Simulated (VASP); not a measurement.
# CsLiCr2Te2S3 (P3m1) in VASP: settings compared, part 2 of 2

VASP 6.6.1. The steps go on from the part before.

## Step 4: Single point, PBE+D3(BJ), collinear spin, ferromagnetic start

This run uses another cell than the first one, of 23.82 Å³/atom.

INCAR

```
  PREC = Accurate
  ENCUT = 520
  EDIFF = 1E-6
  ISMEAR = -1
  SIGMA = 0.05
  LREAL = F
  LASPH = T
  NELM = 150
  ALGO = Normal
  ISIF = 2
  LWAVE = F
  LCHARG = T
  ISPIN = 2
  MAGMOM = 0 0 3 3 0 0 0 0 0
  LORBIT = 11
  LMAXMIX = 4
  GGA = PE
  IVDW = 12
  LELF = T
  LVHAR = T
  NBANDS = 47
```

KPOINTS

```
Automatic mesh
0
Gamma
  6 6 1
```

POSCAR

```
CsLiCr2Te2S3
1.0
    3.6035800000      0.0000000000      0.0000000000
   -1.8017900000      3.1207900000      0.0000000000
    0.0000000000      0.0000000000     19.0665100000
Cs Li Cr Te S
1 1 2 2 3
Direct
    0.0000000000      0.0000000000      0.3739900000
    0.6666700000      0.3333300000      0.0160700000
    0.0000000000      0.0000000000      0.8663700000
    0.3333300000      0.6666700000      0.1683300000
    0.3333300000      0.6666700000      0.5389100000
    0.6666700000      0.3333300000      0.7727600000
    0.0000000000      0.0000000000      0.1003000000
    0.3333300000      0.6666700000      0.9292000000
    0.6666700000      0.3333300000      0.2340800000
```

The run is started by

```sh
$ cat potpaw_PBE.64/Cs_sv/POTCAR potpaw_PBE.64/Li_sv/POTCAR potpaw_PBE.64/Cr_pv/POTCAR potpaw_PBE.64/Te/POTCAR potpaw_PBE.64/S/POTCAR > POTCAR
$ mpirun -np 1 vasp_std > vasp.out
```

It took 8.4 min on 1 thread of Intel Xeon Platinum 8488C (Sapphire Rapids), shared host; peak memory 0.56 GiB.

The run converged. Its results:

```yaml
Free_energy: -49.3933 eV
Largest_force: 2.037 eV/Å
Net_moment: 5.66 μB per cell
Site_moments: Cs +0.00; Li -0.00; Cr +2.80, +2.94; Te -0.01, -0.17; S -0.06, -0.08, -0.07 μB
Valence_electrons_inside_the_program's_atomic_spheres: Cs 6.61; Li 2.04; Cr 10.63, 10.57; Te 3.24, 3.37; S 3.75
Dispersion_energy_per_atom: -0.353 eV
```

Forces on the atoms (eV/Å):
```
Cs   0.000  0.000 -0.043
Li   0.000  0.000  1.610
Cr   0.000  0.000 -0.556
Cr   0.000  0.000 -0.033
Te   0.000  0.000  0.034
Te   0.000  0.000 -2.037
S    0.000  0.000  0.001
S    0.000  0.000  1.089
S    0.000  0.000 -0.065
```

Levels at points of the mesh, in eV from the Fermi level:
Spin up:
```tsv
k point	band 32	band 33	band 34	band 35	band 36	band 37	band 38	band 39	band 40	band 41
(0.00, 0.00, 0.00)	-1.13	-0.51	0.41	0.41	1.20	1.59	1.59	1.97	1.97	2.69
(0.50, 0.00, 0.00)	-1.38	-1.29	-1.07	-0.87	-0.84	0.39	0.74	1.19	1.37	1.69
(0.50, 0.50, 0.00)	-1.38	-1.29	-1.07	-0.87	-0.84	0.39	0.74	1.19	1.37	1.69
```
Spin down:
```csv
k point,band 27,band 28,band 29,band 30,band 31,band 32,band 33,band 34
"(0.00, 0.00, 0.00)",-1.19,0.71,0.71,0.92,0.92,1.09,1.16,1.16
"(0.50, 0.00, 0.00)",-2.70,-1.92,-1.09,-0.91,0.35,0.38,0.74,1.07
"(0.50, 0.50, 0.00)",-2.70,-1.92,-1.09,-0.91,0.35,0.38,0.74,1.07
```

Caveat: the cutoff is under 1.25 times the usual one of these potentials, so pressure, stress and relaxed cells hold a basis-set (Pulay) error; three body term missing; spin-orbit coupling is left out, which moves the levels of the heavy elements; the run started ferromagnetic, and an antiferromagnetic order may lie lower in energy; forces of over 1 eV/Å act on the atoms, so gaps and moduli don't describe the material at rest. With open d or f shells a metallic result of PBE can be an artefact of self-interaction; +U or a hybrid may open a gap.

## Step 5: Single point, BLYP, collinear spin, ferromagnetic start

This run uses another cell than the first one.

INCAR

```
SYSTEM = CsLiCr2Te2S3
AGGAC = 1.0
AGGAX = 1.0
ALDAC = 0.0
ALDAX = 1.0
ALGO = Normal
EDIFF = 1E-6
ENCUT = 520
GGA = B5
ISIF = 2
ISMEAR = -1
ISPIN = 2
LASPH = .TRUE.
LCHARG = .FALSE.
LMAXMIX = 4
LORBIT = 11
LREAL = .FALSE.
LWAVE = .FALSE.
MAGMOM = 0 0 3 3 0 0 0 0 0
NBANDS = 47
NELM = 150
PREC = Accurate
SIGMA = 0.05
```

KPOINTS

```
k-points
0
G
  6 6 1
  0 0 0
```

POSCAR

```
CsLiCr2Te2S3
1.0
    3.7060491829      0.0000000000      0.0000000000
   -1.8530245914      3.2095327400      0.0000000000
    0.0000000000      0.0000000000     21.5348563956
Cs Li Cr Te S
1 1 2 2 3
Direct
    0.0000000000      0.0000000000      0.3473950608
    0.6666666667      0.3333333333      0.0252647968
    0.0000000000      0.0000000000      0.8903492664
    0.3333333333      0.6666666667      0.1624557693
    0.3333333333      0.6666666667      0.4963569733
    0.6666666667      0.3333333333      0.8081850718
    0.0000000000      0.0000000000      0.1018522598
    0.3333333333      0.6666666667      0.9469113802
    0.6666666667      0.3333333333      0.2212394215
```

The run is started by

```sh
$ cat potpaw_PBE.64/Cs_sv/POTCAR potpaw_PBE.64/Li_sv/POTCAR potpaw_PBE.64/Cr_pv/POTCAR potpaw_PBE.64/Te/POTCAR potpaw_PBE.64/S/POTCAR > POTCAR
$ mpirun -np 1 vasp_std > vasp.out
```

It took 5 min on 1 thread of Intel Xeon Platinum 8488C (Sapphire Rapids), shared host; peak memory 0.52 GiB.

The run converged. Its results:

```
Free energy                                           : -41.0801 eV
Largest force                                         : 0.030 eV/Å
Net moment                                            : 5.68 μB per cell
Site moments                                          : Cs +0.00; Li -0.00; Cr +2.85, +2.95; Te -0.00, -0.17; S -0.06, -0.07 (each value once) μB
Valence electrons inside the program's atomic spheres : Cs 6.64; Li 2.04; Cr 10.57, 10.49; Te 3.27, 3.40; S 3.76
```

Forces on the atoms (eV/Å):
```
Cs   0.000  0.000 -0.001
Li   0.000  0.000 -0.003
Cr   0.000  0.000  0.024
Cr   0.000  0.000  0.000
Te   0.000  0.000  0.018
Te   0.000  0.000 -0.030
S    0.000  0.000 -0.002
S    0.000  0.000  0.008
S    0.000  0.000 -0.015
```

Levels at points of the mesh, in eV from the Fermi level:
Spin up:
```csv
k point,band 33,band 34,band 35,band 36,band 37,band 38,band 39,band 40
"(0.00, 0.00, 0.00)",-0.46,0.34,0.34,1.21,1.49,1.49,1.69,1.69
"(0.50, 0.00, 0.00)",-1.21,-0.88,-0.80,-0.79,0.35,0.97,1.11,1.31
```
Spin down:
```
           k point  band 27  band 28  band 29  band 30  band 31  band 32  band 33  band 34
(0.00, 0.00, 0.00)    -1.14     0.59     0.59     0.96     0.96     1.11     1.23     1.23
(0.50, 0.00, 0.00)    -2.41    -1.62    -0.89    -0.85     0.35     0.57     0.95     1.21
```

Caveat: the cutoff is under 1.25 times the usual one of these potentials, so pressure, stress and relaxed cells hold a basis-set (Pulay) error; the PAW data sets were made with another functional, which shifts forces and pressure a little; spin-orbit coupling is left out, which moves the levels of the heavy elements; the run started ferromagnetic, and an antiferromagnetic order may lie lower in energy. With open d or f shells a metallic result of BLYP can be an artefact of self-interaction; +U or a hybrid may open a gap.

## Step 6: Overview

```tsv
level	cell	gap on the mesh (eV)	moment (μB)	largest force (eV/Å)
revPBE	a = 3.648, b = 3.648, c = 21.044 Å, angles 90.0, 90.0, 120.0°, 9 atoms, atomic positions A	none	5.72	0.01
PBE+D3(BJ)	a = 3.575, b = 3.575, c = 18.000 Å, angles 90.0, 90.0, 120.0°, 9 atoms, atomic positions B	none	5.80	0.03
PBE+D3(BJ)	a = 3.604, b = 3.604, c = 19.067 Å, angles 90.0, 90.0, 120.0°, 9 atoms, atomic positions C	none	5.66	2.04
BLYP	a = 3.706, b = 3.706, c = 21.535 Å, angles 90.0, 90.0, 120.0°, 9 atoms, atomic positions D	none	5.68	0.03
```

Alike in all rows: task single point; potentials or basis VASP PAW PBE potentials, release 64 (Cs_sv, Li_sv, Cr_pv, Te, S); spin collinear, ferromagnetic start; k mesh 6 × 6 × 1; cutoff (eV) 520; smearing fermi-dirac 0.05 eV.

Caveats: the cutoff is under 1.25 times the usual one of these potentials, so pressure, stress and relaxed cells hold a basis-set (Pulay) error; spin-orbit coupling is left out, which moves the levels of the heavy elements; the run started ferromagnetic, and an antiferromagnetic order may lie lower in energy; the PAW data sets were made with another functional, which shifts forces and pressure a little (at least some runs); three body term missing (at least some runs); forces of over 1 eV/Å act on the atoms, so gaps and moduli don't describe the material at rest (at least some runs).

Total energies depend on the potentials used, so only differences within one code and one set of settings carry meaning.
